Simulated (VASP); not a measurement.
# Co (P-3m1) in VASP: settings compared

Co is run at these levels: PBEsol, BLYP, LDA; tasks: single point.

Everything below comes from runs of VASP 6.6.1. Logs are shortened: lines on timing, memory, paths and dates and some standing lists are left out, and cuts for length are marked.

## (1) The cell of the first run

The structure is trigonal, space group P-3m1 (No. 164). Conventional cell: a = 2.487 Å, b = 2.487 Å, c = 4.063 Å, α = 90.00°, β = 90.00°, γ = 120.00°. Co (site symmetry 3m) has 12 Co at 2.42 to 2.55 Å within 3.2 Å.

## (2) Single point, PBEsol, collinear spin, ferromagnetic start

INCAR

```
ALGO = Normal ; EDIFF = 1E-6
ENCUT = 600 ; GGA = PS
GGA_COMPAT = F ; ISIF = 2
ISMEAR = 0 ; ISPIN = 2
LASPH = T ; LCHARG = F
LMAXMIX = 4 ; LORBIT = 11
LREAL = F ; LWAVE = F
MAGMOM = 3.2 3.2 ; NBANDS = 20
NELM = 200 ; PREC = Accurate
SIGMA = 0.05
```

KPOINTS

```
k-points
0
Gamma
  15 15 8
```

POSCAR

```
Co
1.0
    2.4873600000      0.0000000000      0.0000000000
   -1.2436800000      2.1541169484      0.0000000000
    0.0000000000      0.0000000000      4.0632900000
Co
2
Direct
    0.6666666667      0.3333333333      0.2598600000
    0.3333333333      0.6666666667      0.7401400000
```

Potentials or basis: VASP PAW PBE potentials, release 64 (Co).

Run with:

```console
$ cat potpaw_PBE.64/Co/POTCAR > POTCAR
$ mpirun -np 1 vasp_std > vasp.out
```

OUTCAR:

```text
EDIFF = 1E-6
   ENCUT = 600
   GGA = PS
   ISIF = 2
   ISMEAR = 0
   ISPIN = 2
   LASPH = T
   LORBIT = 11
   LREAL = F
   NELM = 200
   PREC = Accurate

 ion  position               nearest neighbor table
   1  0.667  0.333  0.260-   2 2.42   2 2.42   2 2.42   2 2.55   2 2.55   2 2.55
   2  0.333  0.667  0.740-   1 2.42   1 2.42   1 2.42   1 2.55   1 2.55   1 2.55

  LATTYP: Found a hexagonal cell.
 ALAT       =     2.4873600000
 C/A-ratio  =     1.6335753570

  Lattice vectors:

 A1 = (   2.4873600000,   0.0000000000,   0.0000000000)
 A2 = (  -1.2436800000,   2.1541169484,   0.0000000000)
 A3 = (   0.0000000000,   0.0000000000,   4.0632900000)

Analysis of symmetry for initial positions (statically):
=====================================================================
 Subroutine PRICEL returns:
 Original cell was already a primitive cell.

 Routine SETGRP: Setting up the symmetry group for a
 hexagonal supercell.

 Subroutine GETGRP returns: Found 12 space group operations
 (whereof 12 operations were pure point group operations)
 out of a pool of 24 trial point group operations.

The static configuration has the point symmetry D_3d.

Analysis of symmetry for dynamics (positions and initial velocities):
=====================================================================
 Subroutine PRICEL returns:
 Original cell was already a primitive cell.

 Routine SETGRP: Setting up the symmetry group for a
 hexagonal supercell.

 Subroutine GETGRP returns: Found 12 space group operations
 (whereof 12 operations were pure point group operations)
 out of a pool of 24 trial point group operations.

The dynamic configuration has the point symmetry D_3d.

Analysis of structural, dynamic, and magnetic symmetry:
=====================================================================
 Subroutine PRICEL returns:
 Original cell was already a primitive cell.

 Routine SETGRP: Setting up the symmetry group for a
 hexagonal supercell.

 Subroutine GETGRP returns: Found 12 space group operations
 (whereof 12 operations were pure point group operations)
 out of a pool of 24 trial point group operations.

The overall configuration has the point symmetry D_3d.

 Subroutine INISYM returns: Found 12 space group operations
 (whereof 12 operations are pure point group operations),
 and found     1 'primitive' translations

----------------------------------------------------------------------------------------

                                     Primitive cell

  volume of cell :      21.7714

  direct lattice vectors                    reciprocal lattice vectors
     2.487360000  0.000000000  0.000000000     0.402032677  0.232113674  0.000000000
    -1.243680000  2.154116948  0.000000000     0.000000000  0.464227349  0.000000000
     0.000000000  0.000000000  4.063290000     0.000000000  0.000000000  0.246105988

  length of vectors
     2.487360000  2.487360000  4.063290000     0.464227349  0.464227349  0.246105988

  position of ions in fractional coordinates (direct lattice)
     0.666666667  0.333333333  0.259860000
     0.333333333  0.666666667  0.740140000

  ion indices of the primitive-cell ions
   primitive index   ion index
                 1           1
                 2           2

----------------------------------------------------------------------------------------

 KPOINTS: k-points

Automatic generation of k-mesh.
 Grid dimensions read from file:
 generate k-points for:   15   15    8

 Generating k-lattice:

  Cartesian coordinates                     Fractional coordinates (reciprocal lattice)
     0.026802178  0.015474245  0.000000000     0.066666667  0.000000000  0.000000000
     0.000000000  0.030948490  0.000000000     0.000000000  0.066666667  0.000000000
     0.000000000  0.000000000  0.030763249     0.000000000  0.000000000  0.125000000

  Length of vectors
     0.030948490  0.030948490  0.030763249

  Shift w.r.t. Gamma in fractional coordinates (k-lattice)
     0.000000000  0.000000000  0.000000000

 Subroutine IBZKPT returns following result:
 ===========================================

 Found    192 irreducible k-points:

 Following reciprocal coordinates:
            Coordinates               Weight
  0.000000  0.000000  0.000000      1.000000
  0.066667  0.000000  0.000000      6.000000
  0.133333  0.000000  0.000000      6.000000
  0.200000  0.000000  0.000000      6.000000
  0.266667  0.000000  0.000000      6.000000
  0.333333  0.000000  0.000000      6.000000
[... 16 lines left out ...]
  0.333333  0.200000  0.000000     12.000000
  0.400000  0.200000  0.000000      6.000000
 [... further k-points ...]
   k-points           NKPTS =    192   k-points in BZ     NKDIM =    192   number of bands    NBANDS=     20
   number of dos      NEDOS =    301   number of ions     NIONS =      2
   total plane-waves  NPLWV =  12800
   dimension x,y,z NGX =    20 NGY =   20 NGZ =   32
   dimension x,y,z NGXF=    40 NGYF=   40 NGZF=   64
   ions per type =               2
   NGX,Y,Z   is equivalent  to a cutoff of  13.37, 13.37, 13.09 a.u.
   NGXF,Y,Z  is equivalent  to a cutoff of  26.73, 26.73, 26.19 a.u.
 SYSTEM =  unknown system
   PREC   = accura    normal or accurate (medium, high low for compatibility)
   ISTART =      0    job   : 0-new  1-cont  2-samecut
   ICHARG =      2    charge: 1-file 2-atom 10-const
   ISPIN  =      2    spin polarized calculation?
   LNONCOLLINEAR =      F non collinear calculations
   LSORBIT =      F    spin-orbit coupling
   LASPH  =      T    aspherical Exc in radial PAW
   ENCUT  =  600.0 eV  44.10 Ry    6.64 a.u.   4.97  4.97  8.12*2*pi/ulx,y,z
   NELM   =    200;   NELMIN=  2; NELMDL= -5     # of ELM steps
   EDIFF  = 0.1E-05   stopping-criterion for ELM
   LREAL  =      F    real-space projection
[... 7 lines left out ...]
   TEBEG  =    0.0;   TEEND  =   0.0 temperature during run
   PSTRESS=    0.0 pullay stress
   NELECT =      18.0000    total number of electrons
   NUPDOWN=      -1.0000    fix difference up-down
   EMIN   =  10.00;   EMAX   =-10.00  energy-range for DOS
   EFERMI =   0.00;   METHOD = LEGACY
   ISMEAR =     0;   SIGMA  =   0.05  broadening in eV -4-tet -1-fermi 0-gaus
   EFERMI_NEDOS =   21; number of points for ismear=-14 and -15
   IALGO  =     38    algorithm
   IMIX   =      4    mixing-type and parameters
     AMIX     =   0.40;   BMIX     =  1.00
     AMIX_MAG =   1.60;   BMIX_MAG =  1.00
  volume/ion in A,a.u.               =      10.89        73.46
  Fermi-wavevector in a.u.,A,eV,Ry     =   1.536516  2.903594 32.121741  2.360881
  Thomas-Fermi vector in A             =   2.643154
   LORBIT       =     11    0 simple, 1 ext, 2 COOP (PROOUT), +10 PAW based schemes
   GGA     = PS    functional components
   LHFCALC =     F    Hartree Fock is set to
   AEXX    =    0.0000 exact exchange contribution
   IVDW    =     0    specifies the selected vdW correction
   LEPSILON=     F    determine dielectric tensor
   LRPA    =     F    only Hartree local field effects (RPA)
 spin polarized calculation
 Gauss-broadening in eV      SIGMA  =   0.05
  energy-cutoff  :      600.00
  volume of cell :       21.77
 maximum number of plane-waves:       756
   NGX =  9   NGY =  9   NGZ = 17

 number of electron      17.9999997 magnetization       3.2743107

 Free energy of the ion-electron system (eV)
  ---------------------------------------------------
  ext. energy  EPLUGINS =         0.00000000
  ---------------------------------------------------
  free energy    TOTEN  =       -15.41785932 eV

  energy without entropy =      -15.41587703  energy(sigma->0) =      -15.41686818

 E-fermi :  10.0418     XC(G=0): -13.5549

 val. band max:       10.0359084459   @ k =   0.3333   0.3333   0.5000
 cond. band min:      10.0438822577   @ k =   0.0667   0.0667   0.2500
 fundamental gap:      0.0079738119
 Fermi energy:        10.0418393135

 spin component 1

 k-point     1 :       0.0000    0.0000    0.0000
  band No.  band energies     occupation
      1       1.0667      1.00000
      2       4.8586      1.00000
      3       7.3744      1.00000
      4       7.4287      1.00000
      5       7.4287      1.00000
      6       7.7223      1.00000
[... 12 lines left out ...]
     19      35.9953      0.00000
     20      35.9953      0.00000

 k-point     2 :       0.0667    0.0000    0.0000
  band No.  band energies     occupation
      1       1.2236      1.00000
      2       4.9553      1.00000
      3       7.2285      1.00000
      4       7.5016      1.00000
      5       7.5518      1.00000
      6       7.6851      1.00000
[... 498 lines left out ...]
 k-point    24 :       0.4000    0.2000    0.0000
  band No.  band energies     occupation
      1       5.6296      1.00000
      2       5.7806      1.00000
      3       5.8045      1.00000
      4       6.8001      1.00000
      5       7.1475      1.00000
      6       7.3550      1.00000
[... 12 lines left out ...]
     19      29.2571      0.00000
     20      38.8298      0.00000

 [... further k-points ...]

 spin component 2

 k-point     1 :       0.0000    0.0000    0.0000
  band No.  band energies     occupation
      1       1.1347      1.00000
      2       5.8198      1.00000
      3       8.9707      1.00000
      4       9.0758      1.00000
      5       9.0758      1.00000
      6       9.3923      1.00000
[... 12 lines left out ...]
     19      36.3475      0.00000
     20      36.3475      0.00000

 k-point     2 :       0.0667    0.0000    0.0000
  band No.  band energies     occupation
      1       1.2921      1.00000
      2       5.9292      1.00000
      3       8.8126      1.00000
      4       9.1561      1.00000
      5       9.1802      1.00000
      6       9.3278      1.00000
[... 498 lines left out ...]
 k-point    24 :       0.4000    0.2000    0.0000
  band No.  band energies     occupation
      1       6.7438      1.00000
      2       6.9008      1.00000
      3       7.0390      1.00000
      4       7.7157      1.00000
      5       8.7212      1.00000
      6       8.8601      1.00000
[... 12 lines left out ...]
     19      29.6477      0.00000
     20      39.1786      0.00000

 [... further k-points ...]

------------------------ aborting loop because EDIFF is reached ----------------------------------------

  FORCE on cell =-STRESS in cart. coord.  units (eV):
  Direction    XX          YY          ZZ          XY          YZ          ZX
  --------------------------------------------------------------------------------------
  -------------------------------------------------------------------------------------
  Total       -1.2720639     -1.2720639     -1.5288250      0.0000000      0.0000000      0.0000000
  in kB      -93.6124854    -93.6124854   -112.5077922      0.0000000      0.0000000      0.0000000
  external PRESSURE =     -99.9109210 kB  Pullay stress =       0.0000000 kB

 VOLUME and BASIS-vectors are now :
 -----------------------------------------------------------------------------
  energy-cutoff  :      600.00
  volume of cell :       21.77
      direct lattice vectors                 reciprocal lattice vectors
     2.487360000  0.000000000  0.000000000     0.402032677  0.232113674  0.000000000
    -1.243680000  2.154116948  0.000000000     0.000000000  0.464227349  0.000000000
     0.000000000  0.000000000  4.063290000     0.000000000  0.000000000  0.246105988

 POSITION                                       TOTAL-FORCE (eV/Angst)
 -----------------------------------------------------------------------------------
      1.24368      0.71804      1.05589        -0.000000      0.000000     -0.435900
     -0.00000      1.43608      3.00740         0.000000     -0.000000      0.435900
 -----------------------------------------------------------------------------------
    total drift:                                0.000000     -0.000000     -0.000000

  FREE ENERGIE OF THE ION-ELECTRON SYSTEM (eV)
  ---------------------------------------------------
  free  energy   TOTEN  =       -15.4178593228 eV

  energy  without entropy=      -15.4158770320  energy(sigma->0) =      -15.41686818

 total charge

# of ion       s       p       d       tot
------------------------------------------
    1        0.490   0.524   7.256   8.271
    2        0.490   0.524   7.256   8.271
--------------------------------------------------
tot          0.981   1.049  14.512  16.542

 magnetization (x)

# of ion       s       p       d       tot
------------------------------------------
    1       -0.013  -0.049   1.714   1.651
    2       -0.013  -0.049   1.714   1.651
--------------------------------------------------
tot         -0.027  -0.099   3.428   3.302
```

It took 63 s on 1 thread of Intel Xeon 6975P-C (Granite Rapids), shared host; peak memory 0.26 GiB.

Results:

- Free energy: -15.4179 eV
- Pressure: -10.0 GPa
- Largest force: 0.436 eV/Å
- Net moment: 3.27 μB per cell
- Site moments: Co +1.65 μB
- Valence electrons inside the program's atomic spheres: Co 8.27

Forces in eV/Å, atoms in the order of the input:
```
Co   0.000  0.000 -0.436
Co   0.000  0.000  0.436
```

Caveat: the cell stands under tension; the PAW data sets were made with another functional, which shifts forces and pressure a little.

## (3) Single point, BLYP, collinear spin, ferromagnetic start

INCAR

```
SYSTEM = Co
AGGAC = 1.0
AGGAX = 1.0
ALDAC = 0.0
ALDAX = 1.0
ALGO = Normal
EDIFF = 1E-6
ENCUT = 600
GGA = B5
GGA_COMPAT = .False.
ISIF = 2
ISMEAR = 0
ISPIN = 2
LASPH = .True.
LCHARG = .False.
LMAXMIX = 4
LORBIT = 11
LREAL = .False.
LWAVE = .False.
MAGMOM = 3.2 3.2
NBANDS = 20
NELM = 200
PREC = Accurate
SIGMA = 0.05
```

KPOINTS

```
k-points
0
Gamma
  15 15 8
  0 0 0
```

POSCAR is that of step 2.

Potentials or basis: VASP PAW PBE potentials, release 64 (Co).

Run with:

```console
$ cat potpaw_PBE.64/Co/POTCAR > POTCAR
$ mpirun -np 1 vasp_std > vasp.out
```

Wall time 60 s (1 thread of Intel Xeon 6975P-C (Granite Rapids), shared host); peak memory 0.26 GiB.

It converged, with:

- Free energy: -12.0844 eV
- Pressure: 9.5 GPa
- Largest force: 0.531 eV/Å
- Net moment: 3.23 μB per cell
- Site moments: Co +1.63 μB
- Valence electrons inside the program's atomic spheres: Co 8.30

Forces on the atoms (eV/Å):
```
Co   0.000  0.000 -0.531
Co   0.000  0.000  0.531
```

Stress tensor (GPa, compression positive):
```
10.28  0.00  0.00
 0.00 10.28  0.00
 0.00  0.00  7.86
```

Levels at points of the mesh, in eV from the Fermi level:
Spin up:
```tsv
k point	band 9	band 10	band 11	band 12	band 13	band 14
(0.00, 0.00, 0.00)	-1.89	-0.82	-0.82	0.05	6.17	22.40
(0.00, 0.00, 0.50)	-1.24	-1.24	-1.04	-1.04	14.26	15.46
```
Spin down:
```csv
k point,band 5,band 6,band 7,band 8,band 9,band 10
"(0.00, 0.00, 0.00)",-1.00,-0.70,-0.70,-0.14,-0.14,0.07
"(0.00, 0.00, 0.50)",-1.07,-1.07,-1.05,-1.05,0.60,0.60
```

Caveat: the cell stands under pressure; the PAW data sets were made with another functional, which shifts forces and pressure a little.

## (4) Single point, LDA, collinear spin, ferromagnetic start

INCAR

```
PREC     = Accurate       # precision mode
ENCUT    = 600            # plane-wave cutoff, eV
EDIFF    = 1E-6           # SCF threshold, eV
ISMEAR   = 0              # smearing method
SIGMA    = 0.05           # smearing width, eV
LREAL    = F              # projectors in reciprocal space
LASPH    = T              # aspherical terms in the spheres
NELM     = 200            # most SCF steps
ALGO     = Normal         # electronic algorithm
ISIF     = 2              # what is computed and relaxed
LWAVE    = F              # write WAVECAR
LCHARG   = T              # write CHGCAR
ISPIN    = 2              # spin polarisation
MAGMOM   = 3.2 3.2        # initial moments
LORBIT   = 11             # projections on sites
LMAXMIX  = 4              # l up to which the mixer works
LELF     = T              # ELF
LVHAR    = T            
NBANDS   = 20             # bands
GGA_COMPAT= F
```

KPOINTS

```
regular mesh
0
Gamma
  15 15 8
```

POSCAR is that of step 3.

Potentials or basis: VASP PAW LDA potentials, release 64 (Co).

Run with:

```console
$ cat potpaw_LDA.64/Co/POTCAR > POTCAR
$ mpirun -np 1 vasp_std > vasp.out
```

Run time: 62 s. Hardware: 1 thread of Intel Xeon 6975P-C (Granite Rapids), shared host; peak memory 0.24 GiB.

It converged, with:

| Property | Result |
| --- | --- |
| Free energy | -16.1128 eV |
| Pressure | -18.1 GPa |
| Largest force | 0.409 eV/Å |
| Net moment | 3.19 μB per cell |
| Site moments | Co +1.59 μB |
| Valence electrons inside the program's atomic spheres | Co 8.28 |

Forces in eV/Å, atoms in the order of the input:
```
Co   0.000  0.000 -0.409
Co   0.000  0.000  0.409
```

Stress tensor (GPa, compression positive):
```
-17.24   0.00   0.00
  0.00 -17.24   0.00
  0.00   0.00 -19.95
```

Levels at points of the mesh, in eV from the Fermi level:
Spin up:
| k point | band 7 | band 8 | band 9 | band 10 | band 11 | band 12 | band 13 | band 14 | band 15 | band 16 |
| --- | --- | --- | --- | --- | --- | --- | --- | --- | --- | --- |
| (0.00, 0.00, 0.00) | -2.18 | -1.74 | -1.74 | -0.67 | -0.67 | -0.16 | 6.20 | 22.06 | 24.60 | 24.60 |
| (0.00, 0.00, 0.50) | -2.51 | -2.51 | -1.08 | -1.08 | -0.89 | -0.89 | 14.14 | 15.32 | 22.64 | 22.88 |
Spin down:
| k point | band 3 | band 4 | band 5 | band 6 | band 7 | band 8 | band 9 | band 10 | band 11 | band 12 |
| --- | --- | --- | --- | --- | --- | --- | --- | --- | --- | --- |
| (0.00, 0.00, 0.00) | -1.10 | -1.01 | -1.01 | -0.69 | -0.69 | -0.16 | -0.16 | 0.02 | 0.99 | 0.99 |
| (0.00, 0.00, 0.50) | -1.80 | -1.34 | -1.07 | -1.07 | -1.06 | -1.06 | 0.57 | 0.57 | 0.73 | 0.73 |

Caveat: the cell stands under tension.

## (5) The runs side by side

| level | potentials or basis | gap on the mesh (eV) | pressure (GPa) | moment (μB) | largest force (eV/Å) |
| --- | --- | --- | --- | --- | --- |
| PBEsol | VASP PAW PBE potentials, release 64 (Co) | none | -10.0 | 3.27 | 0.44 |
| BLYP | VASP PAW PBE potentials, release 64 (Co) | none | 9.5 | 3.23 | 0.53 |
| LDA | VASP PAW LDA potentials, release 64 (Co) | none | -18.1 | 3.19 | 0.41 |

Alike in all rows: task single point; spin collinear, ferromagnetic start; cell as given; k mesh 15 × 15 × 8; cutoff (eV) 600; smearing gaussian 0.05 eV.

Caveats: the cell stands under tension (at least some runs); the PAW data sets were made with another functional, which shifts forces and pressure a little (at least some runs); the cell stands under pressure (at least some runs).

Absolute energies hang on the potentials; compare differences alone.
